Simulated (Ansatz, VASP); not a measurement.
# NaI: VASP beside Ansatz

INCAR

```
SYSTEM = NaI
PREC = Accurate ; ENCUT = 520
EDIFF = 1E-6 ; ISMEAR = -1
SIGMA = 0.05 ; LREAL = .False.
LASPH = .True. ; NELM = 60
ALGO = Normal ; ISIF = 2
LWAVE = .False. ; LCHARG = .False.
GGA = PE ; NBANDS = 14
```

KPOINTS

```
regular mesh
0
Gamma
  10 10 10
  0 0 0
```

Contents of POSCAR:

```
NaI
1.0
    0.0000000000      3.6350993229      3.5813786433
    3.6350993229      0.0000000000      3.5813786433
    3.6350993229      3.6350993229      0.0000000000
Na I
1 1
Direct
    0.0000000000      0.0000000000      0.0000000000
    0.2500000000      0.2500000000      0.2500000000
```

Input for Ansatz:

```yaml
crystal:
  lattice:
    - [0.0, 3.6350993229, 3.5813786433]
    - [3.6350993229, 0.0, 3.5813786433]
    - [3.6350993229, 3.6350993229, 0.0]
  atoms:
    - { symbol: Na, position: [0.0, 0.0, 0.0] }
    - { symbol: I, position: [0.25, 0.25, 0.25] }
kpoints:
  mp_grid: { grid: [10, 10, 10] }
scf:
  occupations: { method: fermi_dirac, width: 0.05 }
hamiltonian:
  xc: pbe
  pseudopotentials: { kind: all_electron, lapw: { basis_error: 0.001 } }
output:
  forces: true
  stress: true
  eigenvalues: true
```

Change from the starting cell: x and y stretched by +1.5 %, z held.

Alike in both runs: task single point; functional PBE; k mesh 10 × 10 × 10; occupations fermi-dirac, width 0.05 eV; no spin polarisation.

|  | VASP | Ansatz |
| --- | --- | --- |
| version | VASP 6.6.1 | Ansatz 0.2.0 |
| potentials or method | VASP PAW PBE potentials, release 64 (Na_pv, I), cutoff 520 eV | all-electron LAPW, scalar-relativistic |

|  | VASP | Ansatz | Ansatz less VASP |
| --- | --- | --- | --- |
| gap on the k mesh at the Fermi level (eV) | 3.71 | 3.71 | +0.003 |
| pressure (GPa) | -0.3 | -0.3 | 0.00 |

Ansatz ran all-electron here, and VASP with PAW potentials.

Spin-orbit coupling is off throughout.
